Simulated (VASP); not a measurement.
# Te (Fm-3m) in VASP: notebook, part 2 of 2

VASP 6.6.1.

## Step 3: Single point, r2SCAN

This run uses another cell than the first one, of 28.41 Å³/atom, 0.893 times its volume.

File POSCAR:

```
Te
1.0
    0.0000000000      2.4219472457      2.4219472457
    2.4219472457      0.0000000000      2.4219472457
    2.4219472457      2.4219472457      0.0000000000
Te
1
Direct
    0.0000000000      0.0000000000      0.0000000000
```

File INCAR.step1:

```
PREC     = Accurate       # precision mode
ENCUT    = 520            # plane-wave cutoff, eV
ISMEAR   = -1             # smearing method
SIGMA    = 0.1            # smearing width, eV
LREAL    = F              # projectors in reciprocal space
LASPH    = T              # aspherical terms in the spheres
NELM     = 60             # most SCF steps
NBANDS   = 9              # bands
GGA      = PE             # functional
ALGO     = Normal         # electronic algorithm
EDIFF    = 1E-4           # SCF threshold, eV
LWAVE    = T              # write WAVECAR
LCHARG   = F              # write CHGCAR
```

File INCAR.step2:

```
PREC     = Accurate       # precision mode
ENCUT    = 520            # plane-wave cutoff, eV
EDIFF    = 1E-7           # SCF threshold, eV
ISMEAR   = -1             # smearing method
SIGMA    = 0.1            # smearing width, eV
LREAL    = F              # projectors in reciprocal space
LASPH    = T              # aspherical terms in the spheres
NELM     = 60             # most SCF steps
ALGO     = Normal         # electronic algorithm
ISIF     = 2              # what is computed and relaxed
LWAVE    = F              # write WAVECAR
LCHARG   = T              # write CHGCAR
METAGGA  = R2SCAN         # meta-GGA
LMIXTAU  = T            
LELF     = T              # ELF
LVHAR    = T            
NBANDS   = 9              # bands
ISTART   = 1
```

File KPOINTS:

```
regular mesh
0
Gamma
  18 18 18
```

Potentials or basis: VASP PAW PBE potentials, release 64 (Te).

The run is started by

```console
$ cat potpaw_PBE.64/Te/POTCAR > POTCAR
$ cp INCAR.step1 INCAR
$ mpirun -np 1 vasp_std > vasp.out
$ cp INCAR.step2 INCAR
$ mpirun -np 1 vasp_std > vasp.out
```

OUTCAR:

```text
PREC = Accurate
   ENCUT = 520
   EDIFF = 1E-7
   ISMEAR = -1
   LREAL = F
   LASPH = T
   NELM = 60
   ISIF = 2
   METAGGA = R2SCAN
   ISTART = 1

 ion  position               nearest neighbor table
   1  0.000  0.000  0.000-

  LATTYP: Found a face centered cubic cell.
 ALAT       =     4.8438944914

  Lattice vectors:

 A1 = (   0.0000000000,   2.4219472457,   2.4219472457)
 A2 = (   2.4219472457,   0.0000000000,   2.4219472457)
 A3 = (   2.4219472457,   2.4219472457,   0.0000000000)

Analysis of symmetry for initial positions (statically):
=====================================================================
 Subroutine PRICEL returns:
 Original cell was already a primitive cell.

 Routine SETGRP: Setting up the symmetry group for a
 face centered cubic supercell.

 Subroutine GETGRP returns: Found 48 space group operations
 (whereof 48 operations were pure point group operations)
 out of a pool of 48 trial point group operations.

The static configuration has the point symmetry O_h .

Analysis of symmetry for dynamics (positions and initial velocities):
=====================================================================
 Subroutine PRICEL returns:
 Original cell was already a primitive cell.

 Routine SETGRP: Setting up the symmetry group for a
 face centered cubic supercell.

 Subroutine GETGRP returns: Found 48 space group operations
 (whereof 48 operations were pure point group operations)
 out of a pool of 48 trial point group operations.

The dynamic configuration has the point symmetry O_h .

 Subroutine INISYM returns: Found 48 space group operations
 (whereof 48 operations are pure point group operations),
 and found     1 'primitive' translations

----------------------------------------------------------------------------------------

                                     Primitive cell

  volume of cell :      28.4135

  direct lattice vectors                    reciprocal lattice vectors
     0.000000000  2.421947246  2.421947246    -0.206445455  0.206445455  0.206445455
     2.421947246  0.000000000  2.421947246     0.206445455 -0.206445455  0.206445455
     2.421947246  2.421947246  0.000000000     0.206445455  0.206445455 -0.206445455

  length of vectors
     3.425150642  3.425150642  3.425150642     0.357574016  0.357574016  0.357574016

  position of ions in fractional coordinates (direct lattice)
     0.000000000  0.000000000  0.000000000

  ion indices of the primitive-cell ions
   primitive index   ion index
                 1           1

----------------------------------------------------------------------------------------

 KPOINTS: regular mesh

Automatic generation of k-mesh.
 Grid dimensions read from file:
 generate k-points for:   18   18   18

 Generating k-lattice:

  Cartesian coordinates                     Fractional coordinates (reciprocal lattice)
    -0.011469192  0.011469192  0.011469192     0.055555556  0.000000000  0.000000000
     0.011469192 -0.011469192  0.011469192     0.000000000  0.055555556  0.000000000
     0.011469192  0.011469192 -0.011469192     0.000000000  0.000000000  0.055555556

  Length of vectors
     0.019865223  0.019865223  0.019865223

  Shift w.r.t. Gamma in fractional coordinates (k-lattice)
     0.000000000  0.000000000  0.000000000

 Subroutine IBZKPT returns following result:
 ===========================================

 Found    195 irreducible k-points:

 Following reciprocal coordinates:
            Coordinates               Weight
  0.000000  0.000000  0.000000      1.000000
  0.055556  0.000000  0.000000      8.000000
  0.111111  0.000000  0.000000      8.000000
  0.166667  0.000000  0.000000      8.000000
  0.222222  0.000000  0.000000      8.000000
  0.277778  0.000000  0.000000      8.000000
[... 16 lines left out ...]
 -0.277778  0.055556  0.000000     24.000000
 -0.222222  0.055556  0.000000     24.000000
 [... further k-points ...]
   k-points           NKPTS =    195   k-points in BZ     NKDIM =    195   number of bands    NBANDS=      9
   number of dos      NEDOS =    301   number of ions     NIONS =      1
   total plane-waves  NPLWV =  21952
   dimension x,y,z NGX =    28 NGY =   28 NGZ =   28
   dimension x,y,z NGXF=    56 NGYF=   56 NGZF=   56
   ions per type =               1
   NGX,Y,Z   is equivalent  to a cutoff of  13.59, 13.59, 13.59 a.u.
   NGXF,Y,Z  is equivalent  to a cutoff of  27.18, 27.18, 27.18 a.u.
 SYSTEM =  unknown system
   PREC   = accura    normal or accurate (medium, high low for compatibility)
   ISTART =      1    job   : 0-new  1-cont  2-samecut
   ICHARG =      0    charge: 1-file 2-atom 10-const
   ISPIN  =      1    spin polarized calculation?
   LNONCOLLINEAR =      F non collinear calculations
   LSORBIT =      F    spin-orbit coupling
   LASPH  =      T    aspherical Exc in radial PAW
   ENCUT  =  520.0 eV  38.22 Ry    6.18 a.u.   6.37  6.37  6.37*2*pi/ulx,y,z
   NELM   =     60;   NELMIN=  2; NELMDL=  0     # of ELM steps
   EDIFF  = 0.1E-06   stopping-criterion for ELM
   LREAL  =      F    real-space projection
   EDIFFG = 0.1E-05   stopping-criterion for IOM
   NSW    =      0    number of steps for IOM
   IBRION =     -1    ionic relax: 0-MD 1-quasi-New 2-CG
   NFREE  =      0    steps in history (QN), initial steepest desc. (CG)
   ISIF   =      2    stress and relaxation
   ISYM   =      2    0-nonsym 1-usesym 2-fastsym
   POTIM  = 0.5000    time-step for ionic-motion
   TEBEG  =    0.0;   TEEND  =   0.0 temperature during run
   PSTRESS=    0.0 pullay stress
   NELECT =       6.0000    total number of electrons
   NUPDOWN=      -1.0000    fix difference up-down
   EMIN   =  10.00;   EMAX   =-10.00  energy-range for DOS
   EFERMI =   0.00;   METHOD = LEGACY
   ISMEAR =    -1;   SIGMA  =   0.10  broadening in eV -4-tet -1-fermi 0-gaus
   EFERMI_NEDOS =   21; number of points for ismear=-14 and -15
   IALGO  =     38    algorithm
   IMIX   =      4    mixing-type and parameters
     AMIX     =   0.40;   BMIX     =  1.00
     AMIX_MAG =   1.60;   BMIX_MAG =  1.00
  volume/ion in A,a.u.               =      28.41       191.74
  Fermi-wavevector in a.u.,A,eV,Ry     =   0.974879  1.842254 12.930820  0.950388
  Thomas-Fermi vector in A             =   2.105374
   LORBIT       =      0    0 simple, 1 ext, 2 COOP (PROOUT), +10 PAW based schemes
   METAGGA = R2SCAN    functional components
   LHFCALC =     F    Hartree Fock is set to
   AEXX    =    0.0000 exact exchange contribution
   IVDW    =     0    specifies the selected vdW correction
   LEPSILON=     F    determine dielectric tensor
   LRPA    =     F    only Hartree local field effects (RPA)
 non-spin polarized calculation
  energy-cutoff  :      520.00
  volume of cell :       28.41
 maximum number of plane-waves:       778
 NGX is ok and might be reduce to    28
   NGX = 13   NGY = 13   NGZ = 13

 number of electron       6.0000000 magnetization

 Free energy of the ion-electron system (eV)
  ---------------------------------------------------
  ext. energy  EPLUGINS =         0.00000000
  ---------------------------------------------------
  free energy    TOTEN  =       -24.88671634 eV

  energy without entropy =      -24.85590175  energy(sigma->0) =      -24.87130904

 E-fermi :   7.6782     XC(G=0): -10.5946

 val. band max:        7.6761199433   @ k =  -0.4444   0.2778   0.1111
 cond. band min:       7.6786552396   @ k =   0.5000   0.2778   0.0000
 fundamental gap:      0.0025352962
 Fermi energy:         7.6782262067

 k-point     1 :       0.0000    0.0000    0.0000
  band No.  band energies     occupation
      1      -6.7383      2.00000
      2      10.8627      0.00000
      3      10.8627      0.00000
      4      10.8627      0.00000
      5      17.6614      0.00000
      6      17.6614      0.00000
      7      17.6614      0.00000
      8      18.6044      0.00000
      9      19.2474      0.00000

 k-point     2 :       0.0556    0.0000    0.0000
  band No.  band energies     occupation
      1      -6.6821      2.00000
      2      10.4022      0.00000
      3      10.8040      0.00000
      4      10.8040      0.00000
      5      17.3055      0.00000
      6      17.7736      0.00000
      7      17.7736      0.00000
      8      18.8946      0.00000
      9      19.9373      0.00000
[... 253 lines left out ...]
 k-point    24 :      -0.2222    0.0556    0.0000
  band No.  band energies     occupation
      1      -5.6675      2.00000
      2       5.9016      2.00000
      3       9.4361      0.00000
      4      10.3529      0.00000
      5      16.1258      0.00000
      6      17.9678      0.00000
      7      18.0785      0.00000
      8      20.2410      0.00000
      9      20.3377      0.00000

 [... further k-points ...]
[... 5 lines left out ...]
  --------------------------------------------------------------------------------------
  -------------------------------------------------------------------------------------
  Total       -0.0221295     -0.0221295     -0.0221295      0.0000000      0.0000000     -0.0000000
  in kB       -1.2478371     -1.2478371     -1.2478371      0.0000000      0.0000000     -0.0000000
  external PRESSURE =      -1.2478371 kB  Pullay stress =       0.0000000 kB

 VOLUME and BASIS-vectors are now :
 -----------------------------------------------------------------------------
  energy-cutoff  :      520.00
  volume of cell :       28.41
      direct lattice vectors                 reciprocal lattice vectors
     0.000000000  2.421947246  2.421947246    -0.206445455  0.206445455  0.206445455
     2.421947246  0.000000000  2.421947246     0.206445455 -0.206445455  0.206445455
     2.421947246  2.421947246  0.000000000     0.206445455  0.206445455 -0.206445455

 POSITION                                       TOTAL-FORCE (eV/Angst)
 -----------------------------------------------------------------------------------
      0.00000      0.00000      0.00000        -0.000000      0.000000      0.000000
 -----------------------------------------------------------------------------------
    total drift:                                0.000000      0.000000      0.000000

  FREE ENERGIE OF THE ION-ELECTRON SYSTEM (eV)
  ---------------------------------------------------
  free  energy   TOTEN  =       -24.8867163364 eV

  energy  without entropy=      -24.8559017471  energy(sigma->0) =      -24.87130904
```

Wall time 2.3 min (1 thread of Intel Xeon Platinum 8488C (Sapphire Rapids), shared host); peak memory 0.19 GiB.

What came out:

```yaml
Free_energy: -24.8867 eV
Pressure: -0.1 GPa
Band_gap_on_the_k_mesh: zero (band 3 reaches 10.86 eV, above the bottom of band 4 at 5.58 eV)
```

Caveat: the PAW data sets were made with another functional, which shifts forces and pressure a little; spin-orbit coupling is left out, which moves the levels of the heavy elements.
